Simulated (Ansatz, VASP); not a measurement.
## One calculation of Se, two programs

```
CELL_PARAMETERS angstrom
4.12110 0.00000 0.00000
-2.06055 3.56898 0.00000
0.00000 0.00000 5.11199
ATOMIC_POSITIONS crystal
Se 0.24363 0.00000 0.33333
Se 0.00000 0.24363 0.66667
Se 0.75637 0.75637 0.00000
```

Alike in both runs: task single point; functional PBE; k mesh 6 × 6 × 6; occupations gaussian, width 0.02 eV; no spin polarisation.

|  | VASP | Ansatz |
| --- | --- | --- |
| version | VASP 6.6.1 | Ansatz 0.2.0 |
| potentials or method | VASP PAW PBE potentials, release 64 (Se), cutoff 520 eV | scalar-relativistic, plane waves, PAW |
| valence electrons in the cell | 18 | 48 |

```csv
,VASP,Ansatz,Ansatz less VASP
gap on the k mesh at the Fermi level (eV),0.63,0.64,+0.010
least direct gap on the mesh (eV),0.63,0.64,+0.010
pressure (GPa),2.1,2.0,-0.10
"traceless stress, the component that is largest in VASP (GPa)",0.06,0.01,-0.041
rms of the force components (eV/Å),0.012,0.000,-0.0117
```

Atom by atom the forces differ by 0.012 eV/Å (rms over components). VASP's potentials hold 18 valence electrons a cell and Ansatz's 48, so a difference there can come from the potentials and not from the codes.
